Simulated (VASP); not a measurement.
GaP, 4 atoms in the cell. The structure is trigonal, space group R-3m (No. 166). The conventional cell has a = 3.906 Å, b = 3.906 Å, c = 18.312 Å, α = 90.00°, β = 90.00°, γ = 120.00°. Ga (site symmetry 3m) has 1 Ga at 2.34 Å and 3 P at 2.40 Å within 3.1 Å. P (site symmetry 3m) has 1 P at 2.13 Å and 3 Ga at 2.40 Å within 2.8 Å. 

| Item | Value |
| --- | --- |
| Program | VASP 6.6.1 |
| Task | single point |
| Functional | LDA |
| Potentials or basis | VASP PAW LDA potentials, release 64 (Ga_d, P) |
| Cutoff | 520 eV |
| k mesh | 9 × 9 × 9 |
| Occupations | gaussian, width 0.05 eV |
| Spin | no spin polarisation |
| Dipole correction | no |
| Further INCAR settings | ALGO = Normal; EDIFF = 1e-06; NBANDS = 26 |

Potentials or basis: VASP PAW LDA potentials, release 64 (Ga_d, P).

The run is started by

```sh
$ cat potpaw_LDA.64/Ga_d/POTCAR potpaw_LDA.64/P/POTCAR > POTCAR
$ mpirun -np 1 vasp_std > vasp.out
```

Hardware: 1 thread of AMD EPYC 9R45 (Zen 5), on a shared host.

Q: How long does it take, and how much memory?

A: It took 3.3 min on 1 thread of AMD EPYC 9R45 (Zen 5), on a shared host, peak memory 0.31 GiB. Counts: scf iterations 13, k points 85.
